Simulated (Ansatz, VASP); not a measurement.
Two plane-wave programs on MgS

```
Mg S
1.0
     0.00000    2.56452    2.56452
     2.56452    0.00000    2.56452
     2.56452    2.56452    0.00000
Mg S
1 1
Cartesian
  0.0000 0.0000 0.0000
  2.5645 2.5645 2.5645
```

Alike in both runs: functional LDA; k mesh 8 × 8 × 8; no spin polarisation.

Ansatz relaxed the structure, and its values are those at the end. VASP's run is a single point on that final structure, the one shown.

|  | VASP | Ansatz |
| --- | --- | --- |
| version | VASP 6.6.1 | Ansatz 0.2.0 |
| potentials or method | VASP PAW LDA potentials, release 64 (Mg, S), cutoff 600 eV | scalar-relativistic, plane waves, PAW |
| occupations | gaussian, width 0.01 eV | fixed |
| valence electrons in the cell | 8 | 16 |

Ansatz gave:

```
gap on the k mesh at the Fermi level (eV) : 2.65
least direct gap on the mesh (eV)         : 3.83
pressure (GPa)                            : 0.0
```

Task: What did VASP give for the same quantities?

Result: gap on the k mesh at the Fermi level (eV): 2.65; least direct gap on the mesh (eV): 3.84; pressure (GPa): -0.6.

LDA's correlation is that of Perdew and Zunger in VASP and of Perdew and Wang (1992) in Ansatz. VASP's potentials hold 8 valence electrons a cell and Ansatz's 16, so a difference there can come from the potentials and not from the codes.
